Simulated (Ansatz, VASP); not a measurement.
# One calculation of InSb, two programs

```
In Sb
1.0
     3.06331   -3.08137    0.00000
     3.06331    3.08137    0.00000
     0.00000    0.00000    6.12689
In Sb
2 2
Direct
  0.27941 0.72059 0.25000
  0.72059 0.27941 0.75000
  0.77721 0.22279 0.25000
  0.22279 0.77721 0.75000
```

Alike in both runs: task single point; functional PBE; k mesh 2 × 2 × 2; occupations gaussian, width 0.1 eV; no spin polarisation.

```csv
,VASP,Ansatz
version,VASP 6.6.1,Ansatz 0.2.0
potentials or method,"VASP PAW PBE potentials, release 64 (In_d, Sb), cutoff 520 eV","scalar-relativistic, plane waves, PAW"
valence electrons in the cell,36,56
```

Ansatz gave:

* gap on the k mesh at the Fermi level (eV): none
* pressure (GPa): 4.2
* traceless stress, the component that is largest in VASP (GPa): -1.85
* rms of the force components (eV/Å): 0.031

Estimate VASP's values.

gap on the k mesh at the Fermi level (eV): none; pressure (GPa): 4.2; traceless stress, the component that is largest in VASP (GPa): -1.79; rms of the force components (eV/Å): 0.031.

Atom by atom the forces differ by 0.002 eV/Å (rms over components). A gap of «none» marks a metal or a gap that the smearing closes. VASP's potentials hold 36 valence electrons a cell and Ansatz's 56, so a difference there can come from the potentials and not from the codes.

The k mesh is coarse, so the values compare programs but aren't converged. Neither program's run includes spin-orbit coupling.
